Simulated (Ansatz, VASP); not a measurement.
# One calculation of C, two programs

```
CELL_PARAMETERS angstrom
1.23248 0.71157 3.36094
-1.23248 0.71157 3.36094
0.00000 -1.42315 3.36094
ATOMIC_POSITIONS crystal
C 0.18536 0.18536 0.14320
C 0.81464 0.81464 0.85680
```

Change from the starting cell: mode 4 frozen in at +0.048 Å and mode 6 at +0.060 Å (largest displacements).

Alike in both runs: task single point; functional PBE; dispersion D3(BJ); k mesh 15 × 15 × 15; occupations gaussian, width 0.05 eV; no spin polarisation.

|  | VASP | Ansatz |
| --- | --- | --- |
| version | VASP 6.6.1 | Ansatz 0.2.0 |
| potentials or method | VASP PAW PBE potentials, release 64 (C), cutoff 520 eV | scalar-relativistic, plane waves, PAW |
| valence electrons in the cell | 8 | 8 |

VASP gave:

| Property | Result |
| --- | --- |
| gap on the k mesh at the Fermi level (eV) | 0.61 |
| least direct gap on the mesh (eV) | 0.66 |
| pressure (GPa) | 5.5 |
| traceless stress, the component that is largest in VASP (GPa) | 14.30 |
| rms of the force components (eV/Å) | 3.228 |

Problem. What did Ansatz give for the same quantities?

Solution. gap on the k mesh at the Fermi level (eV): 0.61; least direct gap on the mesh (eV): 0.66; pressure (GPa): 5.1; traceless stress, the component that is largest in VASP (GPa): 13.87; rms of the force components (eV/Å): 3.223.

Atom by atom the forces differ by 0.006 eV/Å (rms over components).
